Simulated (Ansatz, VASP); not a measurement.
**MgO in VASP and in Ansatz**

```
Mg O
1.0
     3.32969    0.00000    0.00000
    -1.66485    2.88360    0.00000
     0.00000    0.00000    5.01588
Mg O
2 2
Direct
  0.66667 0.33333 0.50216
  0.33333 0.66667 0.00216
  0.66667 0.33333 0.90244
  0.33333 0.66667 0.40244
```

Change from the starting cell: volume scaled by 1.02.

Alike in both runs: task single point; functional PBEsol; k mesh 9 × 9 × 6; occupations fermi-dirac, width 0.05 eV; no spin polarisation.

|  | VASP | Ansatz |
| --- | --- | --- |
| version | VASP 6.6.1 | Ansatz 0.2.0 |
| potentials or method | VASP PAW PBE potentials, release 64 (Mg, O), cutoff 520 eV | all-electron LAPW, scalar-relativistic |

|  | VASP | Ansatz | Ansatz less VASP |
| --- | --- | --- | --- |
| gap on the k mesh at the Fermi level (eV) | 3.24 | 3.24 | +0.006 |
| least direct gap on the mesh (eV) | 3.24 | 3.24 | +0.006 |
| pressure (GPa) | -2.3 | -2.0 | +0.26 |
| traceless stress, the component that is largest in VASP (GPa) | 0.28 | 0.26 | -0.015 |
| rms of the force components (eV/Å) | 0.016 | 0.016 | -0.0005 |

VASP's potentials were made for PBE, not for PBEsol. Atom by atom the forces differ by 0.000 eV/Å (rms over components). Ansatz ran all-electron here, and VASP with PAW potentials.
